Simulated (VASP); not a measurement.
# Sb3C (I4/mmm) in VASP: a series of runs

The runs below take Sb3C through single point, with PBE.

Everything below comes from runs of VASP 6.6.1. Logs are shortened: lines on timing, memory, paths and dates and some standing lists are left out, and cuts for length are marked.

## (1) The cell of the first run

Symmetry: I4/mmm, No. 139, tetragonal system. The conventional cell has a = 4.344 Å, b = 4.344 Å, c = 9.703 Å, α = 90.00°, β = 90.00°, γ = 90.00°. Sb (site symmetry 4/mmm) has 4 C at 3.07 Å and 8 Sb at 3.26 Å within 4.0 Å. Sb (site symmetry -4m2) has 8 Sb at 3.07 to 3.26 Å and 4 C at 3.26 Å within 4.0 Å. Within 4.0 Å of C (site symmetry 4/mmm) lie 12 Sb at 3.07 to 3.26 Å.

## (2) Single point, PBE

INCAR

```
SYSTEM = Sb3C
ALGO = Normal ; EDIFF = 1E-7
ENCUT = 520 ; GGA = PE
ISIF = 2 ; ISMEAR = 0
LASPH = .TRUE. ; LCHARG = .FALSE.
LREAL = .FALSE. ; LWAVE = .FALSE.
NBANDS = 18 ; NELM = 100
PREC = Accurate ; SIGMA = 0.1
```

KPOINTS

```
k-points
0
G
  6 6 6
  0 0 0
```

POSCAR

```
Sb3C
1.0
   -2.1720035273      2.1720035273      4.8517481390
    2.1720035273     -2.1720035273      4.8517481390
    2.1720035273      2.1720035273     -4.8517481390
Sb C
3 1
Direct
    0.5000000000      0.5000000000      0.0000000000
    0.2500000000      0.7500000000      0.5000000000
    0.7500000000      0.2500000000      0.5000000000
    0.0000000000      0.0000000000      0.0000000000
```

Potentials or basis: VASP PAW PBE potentials, release 64 (Sb, C).

Started as:

```
> cat potpaw_PBE.64/Sb/POTCAR potpaw_PBE.64/C/POTCAR > POTCAR
> mpirun -np 1 vasp_std > vasp.out
```

OUTCAR:

```text
SYSTEM = Sb3C
   EDIFF = 1E-7
   ENCUT = 520
   GGA = PE
   ISIF = 2
   ISMEAR = 0
   LASPH = .TRUE.
   LREAL = .FALSE.
   NELM = 100
   PREC = Accurate

 ion  position               nearest neighbor table
   1  0.500  0.500  0.000-   2 3.26   3 3.26   2 3.26   3 3.26   2 3.26   3 3.26   2 3.26   3 3.26

   2  0.250  0.750  0.500-   3 3.07   3 3.07   3 3.07   3 3.07   1 3.26   1 3.26   1 3.26   1 3.26

   3  0.750  0.250  0.500-   2 3.07   2 3.07   2 3.07   2 3.07   1 3.26   1 3.26   1 3.26   1 3.26

   4  0.000  0.000  0.000-

  LATTYP: Found a body centered tetragonal cell.
 ALAT       =     4.3440070546
 C/A-ratio  =     2.2337662338

  Lattice vectors:

 A1 = (  -2.1720035273,   2.1720035273,   4.8517481390)
 A2 = (   2.1720035273,  -2.1720035273,   4.8517481390)
 A3 = (   2.1720035273,   2.1720035273,  -4.8517481390)

Analysis of symmetry for initial positions (statically):
=====================================================================
 Subroutine PRICEL returns:
 Original cell was already a primitive cell.

 Routine SETGRP: Setting up the symmetry group for a
 body centered tetragonal supercell.

 Subroutine GETGRP returns: Found 16 space group operations
 (whereof 16 operations were pure point group operations)
 out of a pool of 16 trial point group operations.

The static configuration has the point symmetry D_4h.

Analysis of symmetry for dynamics (positions and initial velocities):
=====================================================================
 Subroutine PRICEL returns:
 Original cell was already a primitive cell.

 Routine SETGRP: Setting up the symmetry group for a
 body centered tetragonal supercell.

 Subroutine GETGRP returns: Found 16 space group operations
 (whereof 16 operations were pure point group operations)
 out of a pool of 16 trial point group operations.

The dynamic configuration has the point symmetry D_4h.

 Subroutine INISYM returns: Found 16 space group operations
 (whereof 16 operations are pure point group operations),
 and found     1 'primitive' translations

----------------------------------------------------------------------------------------

                                     Primitive cell

  volume of cell :      91.5544

  direct lattice vectors                    reciprocal lattice vectors
    -2.172003527  2.172003527  4.851748139     0.000000000  0.230202204  0.103055638
     2.172003527 -2.172003527  4.851748139     0.230202204  0.000000000  0.103055638
     2.172003527  2.172003527 -4.851748139     0.230202204  0.230202204  0.000000000

  length of vectors
     5.742356541  5.742356541  5.742356541     0.252217207  0.252217207  0.325555080

  position of ions in fractional coordinates (direct lattice)
     0.500000000  0.500000000  0.000000000
     0.250000000  0.750000000  0.500000000
     0.750000000  0.250000000  0.500000000
     0.000000000  0.000000000  0.000000000

  ion indices of the primitive-cell ions
   primitive index   ion index
                 1           1
                 2           2
                 3           3
                 4           4

----------------------------------------------------------------------------------------

 KPOINTS: k-points

Automatic generation of k-mesh.
 Grid dimensions read from file:
 generate k-points for:    6    6    6

 Generating k-lattice:

  Cartesian coordinates                     Fractional coordinates (reciprocal lattice)
     0.000000000  0.038367034  0.017175940     0.166666667 -0.000000000  0.000000000
     0.038367034  0.000000000  0.017175940    -0.000000000  0.166666667  0.000000000
     0.038367034  0.038367034  0.000000000     0.000000000  0.000000000  0.166666667

  Length of vectors
     0.042036201  0.042036201  0.054259180

  Shift w.r.t. Gamma in fractional coordinates (k-lattice)
     0.000000000  0.000000000  0.000000000

 Subroutine IBZKPT returns following result:
 ===========================================

 Found     30 irreducible k-points:

 Following reciprocal coordinates:
            Coordinates               Weight
  0.000000  0.000000  0.000000      1.000000
  0.166667 -0.000000  0.000000      8.000000
  0.333333 -0.000000  0.000000      8.000000
  0.500000  0.000000  0.000000      4.000000
  0.166667  0.166667  0.000000      8.000000
  0.333333  0.166667  0.000000     16.000000
[... 16 lines left out ...]
 -0.333333 -0.333333  0.166667      8.000000
 -0.166667 -0.333333  0.166667      8.000000
 [... further k-points ...]
   k-points           NKPTS =     30   k-points in BZ     NKDIM =     30   number of bands    NBANDS=     18
   number of dos      NEDOS =    301   number of ions     NIONS =      4
   total plane-waves  NPLWV = 110592
   dimension x,y,z NGX =    48 NGY =   48 NGZ =   48
   dimension x,y,z NGXF=    96 NGYF=   96 NGZF=   96
   ions per type =               3   1
   NGX,Y,Z   is equivalent  to a cutoff of  13.90, 13.90, 13.90 a.u.
   NGXF,Y,Z  is equivalent  to a cutoff of  27.79, 27.79, 27.79 a.u.
 SYSTEM =  Sb3C
   PREC   = accura    normal or accurate (medium, high low for compatibility)
   ISTART =      0    job   : 0-new  1-cont  2-samecut
   ICHARG =      2    charge: 1-file 2-atom 10-const
   ISPIN  =      1    spin polarized calculation?
   LNONCOLLINEAR =      F non collinear calculations
   LSORBIT =      F    spin-orbit coupling
   LASPH  =      T    aspherical Exc in radial PAW
   ENCUT  =  520.0 eV  38.22 Ry    6.18 a.u.  10.68 10.68 10.68*2*pi/ulx,y,z
   NELM   =    100;   NELMIN=  2; NELMDL= -5     # of ELM steps
   EDIFF  = 0.1E-06   stopping-criterion for ELM
   LREAL  =      F    real-space projection
   EDIFFG = 0.1E-05   stopping-criterion for IOM
   NSW    =      0    number of steps for IOM
   IBRION =     -1    ionic relax: 0-MD 1-quasi-New 2-CG
   NFREE  =      0    steps in history (QN), initial steepest desc. (CG)
   ISIF   =      2    stress and relaxation
   ISYM   =      2    0-nonsym 1-usesym 2-fastsym
   POTIM  = 0.5000    time-step for ionic-motion
   TEBEG  =    0.0;   TEEND  =   0.0 temperature during run
   PSTRESS=    0.0 pullay stress
   NELECT =      19.0000    total number of electrons
   NUPDOWN=      -1.0000    fix difference up-down
   EMIN   =  10.00;   EMAX   =-10.00  energy-range for DOS
   EFERMI =   0.00;   METHOD = LEGACY
   ISMEAR =     0;   SIGMA  =   0.10  broadening in eV -4-tet -1-fermi 0-gaus
   EFERMI_NEDOS =   21; number of points for ismear=-14 and -15
   IALGO  =     38    algorithm
   IMIX   =      4    mixing-type and parameters
     AMIX     =   0.40;   BMIX     =  1.00
     AMIX_MAG =   1.60;   BMIX_MAG =  1.00
  volume/ion in A,a.u.               =      22.89       154.46
  Fermi-wavevector in a.u.,A,eV,Ry     =   0.969244  1.831605 12.781764  0.939433
  Thomas-Fermi vector in A             =   2.099280
   LORBIT       =      0    0 simple, 1 ext, 2 COOP (PROOUT), +10 PAW based schemes
   GGA     = PE    functional components
   LHFCALC =     F    Hartree Fock is set to
   AEXX    =    0.0000 exact exchange contribution
   IVDW    =     0    specifies the selected vdW correction
   LEPSILON=     F    determine dielectric tensor
   LRPA    =     F    only Hartree local field effects (RPA)
 non-spin polarized calculation
 Gauss-broadening in eV      SIGMA  =   0.10
  energy-cutoff  :      520.00
  volume of cell :       91.55
 maximum number of plane-waves:      2487
 NGX is ok and might be reduce to    48
   NGX = 21   NGY = 21   NGZ = 21

 number of electron      18.9999999 magnetization

 Free energy of the ion-electron system (eV)
  ---------------------------------------------------
  ext. energy  EPLUGINS =         0.00000000
  ---------------------------------------------------
  free energy    TOTEN  =       -15.39710036 eV

  energy without entropy =      -15.37531612  energy(sigma->0) =      -15.38620824

 E-fermi :   7.7405     XC(G=0): -10.2744

 val. band max:        7.7321312014   @ k =  -0.1667   0.5000   0.1667
 cond. band min:       7.7459713588   @ k =  -0.3333  -0.3333   0.3333
 fundamental gap:      0.0138401574
 Fermi energy:         7.7404750197

 k-point     1 :       0.0000    0.0000    0.0000
  band No.  band energies     occupation
      1      -5.3942      2.00000
      2      -0.5582      2.00000
      3       0.8356      2.00000
      4       1.5857      2.00000
      5       2.5453      2.00000
      6       4.5449      2.00000
[... 10 lines left out ...]
     17      13.7995      0.00000
     18      14.4419      0.00000

 k-point     2 :       0.1667   -0.0000    0.0000
  band No.  band energies     occupation
      1      -5.1381      2.00000
      2      -0.6583      2.00000
      3       0.2862      2.00000
      4       0.7516      2.00000
      5       3.0918      2.00000
      6       4.6280      2.00000
[... 10 lines left out ...]
     17      14.7307      0.00000
     18      15.0893      0.00000

 k-point     3 :       0.3333   -0.0000    0.0000
  band No.  band energies     occupation
      1      -4.3772      2.00000
      2      -1.4324      2.00000
      3      -0.7421      2.00000
      4       0.0308      2.00000
      5       4.0653      2.00000
      6       5.0408      2.00000
[... 10 lines left out ...]
     17      14.1955      0.00000
     18      15.9584      0.00000

 k-point     4 :       0.5000    0.0000    0.0000
  band No.  band energies     occupation
      1      -3.3039      2.00000
      2      -2.9179      2.00000
      3      -0.6844      2.00000
      4      -0.3163      2.00000
      5       4.4078      2.00000
      6       5.6182      2.00000
[... 10 lines left out ...]
     17      15.9290      0.00000
     18      15.9308      0.00000

 k-point     5 :       0.1667    0.1667    0.0000
  band No.  band energies     occupation
      1      -4.8027      2.00000
      2      -1.0124      2.00000
      3      -0.0160      2.00000
      4       0.2099      2.00000
      5       3.5663      2.00000
      6       4.0257      2.00000
[... 10 lines left out ...]
     17      13.6833      0.00000
     18      14.8157      0.00000

 k-point     6 :       0.3333    0.1667    0.0000
  band No.  band energies     occupation
      1      -3.9715      2.00000
      2      -1.5288      2.00000
      3      -1.1281      2.00000
      4      -0.0622      2.00000
      5       3.4888      2.00000
      6       4.3463      2.00000
[... 10 lines left out ...]
     17      14.1400      0.00000
     18      15.2682      0.00000

 k-point     7 :       0.5000    0.1667    0.0000
  band No.  band energies     occupation
      1      -3.1698      2.00000
      2      -2.5965      2.00000
      3      -0.9342      2.00000
      4      -0.1399      2.00000
      5       3.5770      2.00000
      6       3.9468      2.00000
[... 10 lines left out ...]
     17      15.9745      0.00000
     18      16.0577      0.00000

 k-point     8 :      -0.3333    0.1667   -0.0000
  band No.  band energies     occupation
      1      -4.2852      2.00000
      2      -1.0380      2.00000
      3      -0.5292      2.00000
      4      -0.0713      2.00000
      5       3.1278      2.00000
      6       4.0280      2.00000
[... 10 lines left out ...]
     17      14.5262      0.00000
     18      15.7389      0.00000
[... 229 lines left out ...]
     17      15.2778      0.00000
     18      15.6644      0.00000

 k-point    20 :       0.5000    0.5000    0.1667
  band No.  band energies     occupation
      1      -2.6071      2.00000
      2      -2.0082      2.00000
      3      -1.3607      2.00000
      4      -1.2149      2.00000
      5       3.7694      2.00000
      6       3.7936      2.00000
[... 10 lines left out ...]
     17      15.4716      0.00000
     18      16.3835      0.00000

 k-point    21 :      -0.3333    0.5000    0.1667
  band No.  band energies     occupation
      1      -3.4063      2.00000
      2      -2.2445      2.00000
      3      -1.6941      2.00000
      4       0.0229      2.00000
      5       4.0491      2.00000
      6       5.0992      2.00000
[... 10 lines left out ...]
     17      14.2516      0.00000
     18      15.5536      0.00000

 k-point    22 :      -0.1667    0.5000    0.1667
  band No.  band energies     occupation
      1      -3.9173      2.00000
      2      -2.0041      2.00000
      3      -1.6708      2.00000
      4       0.5057      2.00000
      5       4.5535      2.00000
      6       5.0520      2.00000
[... 10 lines left out ...]
     17      14.2269      0.00000
     18      14.9477      0.00000

 k-point    23 :      -0.3333   -0.3333    0.1667
  band No.  band energies     occupation
      1      -4.3396      2.00000
      2      -2.1999      2.00000
      3      -0.2313      2.00000
      4       0.0228      2.00000
      5       3.9600      2.00000
      6       5.1762      2.00000
[... 10 lines left out ...]
     17      12.8425      0.00000
     18      14.2827      0.00000

 k-point    24 :      -0.1667   -0.3333    0.1667
  band No.  band energies     occupation
      1      -4.8188      2.00000
      2      -1.7705      2.00000
      3      -0.1008      2.00000
      4       0.8639      2.00000
      5       4.0510      2.00000
      6       4.7387      2.00000
[... 10 lines left out ...]
     17      13.3863      0.00000
     18      14.8618      0.00000

 [... further k-points ...]
[... 5 lines left out ...]
  --------------------------------------------------------------------------------------
  -------------------------------------------------------------------------------------
  Total       -0.4980009     -0.4980009     -0.3996647      0.0000000      0.0000000      0.0000000
  in kB       -8.7148798     -8.7148798     -6.9940226      0.0000000      0.0000000      0.0000000
  external PRESSURE =      -8.1412607 kB  Pullay stress =       0.0000000 kB

 VOLUME and BASIS-vectors are now :
 -----------------------------------------------------------------------------
  energy-cutoff  :      520.00
  volume of cell :       91.55
      direct lattice vectors                 reciprocal lattice vectors
    -2.172003527  2.172003527  4.851748139     0.000000000  0.230202204  0.103055638
     2.172003527 -2.172003527  4.851748139     0.230202204  0.000000000  0.103055638
     2.172003527  2.172003527 -4.851748139     0.230202204  0.230202204  0.000000000

 POSITION                                       TOTAL-FORCE (eV/Angst)
 -----------------------------------------------------------------------------------
      0.00000      0.00000      4.85175        -0.000000      0.000000     -0.000000
      2.17200     -0.00000      2.42587        -0.000000     -0.000000      0.000000
     -0.00000      2.17200      2.42587         0.000000      0.000000      0.000000
      0.00000      0.00000      0.00000        -0.000000      0.000000     -0.000000
 -----------------------------------------------------------------------------------
    total drift:                                0.000000     -0.000000      0.000000

  FREE ENERGIE OF THE ION-ELECTRON SYSTEM (eV)
  ---------------------------------------------------
  free  energy   TOTEN  =       -15.3971003565 eV

  energy  without entropy=      -15.3753161232  energy(sigma->0) =      -15.38620824
```

Run time: 98 s. Hardware: 1 thread of Intel Xeon Platinum 8375C at 2.90GHz (Ice Lake), shared host; peak memory 0.32 GiB.

What came out:

```
Free energy : -15.3971 eV
Pressure    : -0.8 GPa
```

Levels at points of the mesh, in eV from the Fermi level:
```tsv
k point	band 5	band 6	band 7	band 8	band 9	band 10	band 11	band 12	band 13	band 14
(0.00, 0.00, 0.00)	-5.20	-3.20	-3.20	-2.19	-2.19	-0.78	-0.12	1.57	1.57	4.26
(0.50, 0.00, 0.00)	-3.33	-2.12	-1.97	-1.70	-0.29	-0.04	0.41	0.42	0.80	1.44
(0.50, 0.50, 0.00)	-6.11	-5.06	-3.59	-2.18	-1.18	-1.08	2.14	2.29	3.28	4.91
(0.50, 0.50, 0.50)	-4.31	-4.31	-0.06	-0.06	0.18	0.41	0.85	1.39	2.74	2.74
```

Caveat: spin-orbit coupling is left out, which moves the levels of the heavy elements.

## (3) Single point, PBE

This run uses another cell than the first one, of 22.66 Å³/atom, 0.990 times its volume.

INCAR

```
PREC = Accurate
ENCUT = 520
EDIFF = 1E-7
ISMEAR = 0
SIGMA = 0.1
LREAL = False
LASPH = True
NELM = 100
ALGO = Normal
ISIF = 2
LWAVE = False
LCHARG = False
GGA = PE
NBANDS = 18
```

KPOINTS

```
regular mesh
0
Gamma
  16 16 16
```

POSCAR

```
Sb3C
1.0
   -2.1014894966      2.1014894966      5.1301095331
    2.1014894966     -2.1014894966      5.1301095331
    2.1014894966      2.1014894966     -5.1301095331
Sb C
3 1
Direct
    0.5000000000      0.5000000000      0.0000000000
    0.2500000000      0.7500000000      0.5000000000
    0.7500000000      0.2500000000      0.5000000000
    0.0000000000      0.0000000000      0.0000000000
```

Potentials or basis: VASP PAW PBE potentials, release 64 (Sb, C).

Started as:

```
> cat potpaw_PBE.64/Sb/POTCAR potpaw_PBE.64/C/POTCAR > POTCAR
> mpirun -np 1 vasp_std > vasp.out
```

Run time: 17 min. Hardware: 1 thread of Intel Xeon Platinum 8375C at 2.90GHz (Ice Lake), shared host; peak memory 0.69 GiB.

The run converged. Its results:

| Property | Result |
| --- | --- |
| Free energy | -15.4473 eV |
| Pressure | -0.1 GPa |

Levels at points of the mesh, in eV from the Fermi level:
```
           k point  band 8  band 9  band 10  band 11  band 12  band 13
(0.00, 0.00, 0.00)   -2.17   -2.17    -0.49     0.34     2.27     2.27
(0.50, 0.00, 0.00)   -1.48   -0.29    -0.01     0.28     0.34     0.51
(0.50, 0.50, 0.00)   -2.77   -1.31    -1.28     1.59     1.90     3.77
(0.50, 0.50, 0.50)   -0.59   -0.49    -0.32     0.63     1.54     3.17
```

Caveat: spin-orbit coupling is left out, which moves the levels of the heavy elements.
